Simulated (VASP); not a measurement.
**Co: single point with revPBE**

Co:

```
CELL_PARAMETERS angstrom
2.43717 0.00000 0.00000
-1.21859 2.11065 0.00000
0.00000 0.00000 7.97892
ATOMIC_POSITIONS crystal
Co 0.66667 0.33333 0.75000
Co 0.00000 0.00000 0.50000
Co 0.33333 0.66667 0.25000
Co 0.00000 0.00000 0.00000
```

```
Program             : VASP 6.6.1
Task                : single point
Functional          : revPBE
Potentials or basis : VASP PAW PBE potentials, release 64 (Co)
Cutoff              : 520 eV
k mesh              : 12 × 12 × 4
Occupations         : fermi-dirac, width 0.05 eV
Spin                : collinear spin, ferromagnetic start
Starting moments    : [2.0, 2.0, 2.0, 2.0] μB
```

The pressure is 18.3 GPa. The net moment is 6.42 μB per cell, the site moments are Co +1.62, +1.60 (each value once) μB and the valence electrons inside the program's atomic spheres are Co 8.39.

Stress tensor (GPa, compression positive):
```
19.65  0.00  0.00
 0.00 19.65  0.00
 0.00  0.00 15.59
```

Levels at points of the mesh, in eV from the Fermi level:
Spin up:
```tsv
k point	band 18	band 19	band 20	band 21	band 22	band 23	band 24	band 25
(0.00, 0.00, 0.00)	-1.51	-1.51	-1.18	-1.18	-0.76	-0.76	-0.31	6.63
(0.50, 0.00, 0.00)	-0.50	-0.49	-0.47	0.29	1.44	2.66	3.31	7.44
(0.00, 0.00, 0.50)	-1.67	-1.67	-1.67	-0.94	-0.94	-0.94	-0.94	9.66
(0.50, 0.00, 0.50)	-0.64	-0.51	-0.51	1.35	1.35	2.98	2.98	7.77
```
Spin down:
```tsv
k point	band 12	band 13	band 14	band 15	band 16	band 17
(0.00, 0.00, 0.00)	-0.92	-0.92	-0.87	-0.87	-0.38	0.05
(0.50, 0.00, 0.00)	-0.12	-0.08	0.51	1.25	1.28	1.29
(0.00, 0.00, 0.50)	-1.13	-1.02	-1.02	-1.02	-1.02	0.24
(0.50, 0.00, 0.50)	-0.92	-0.27	-0.27	0.86	0.86	1.27
```

Run time: 83 s on 1 thread of Intel(R) Xeon(R) 6975P-C (Granite Rapids), with other jobs on the host, peak memory 0.22 GiB.

Caveat: the cell stands under pressure; the PAW data sets were made with another functional, which shifts forces and pressure a little.
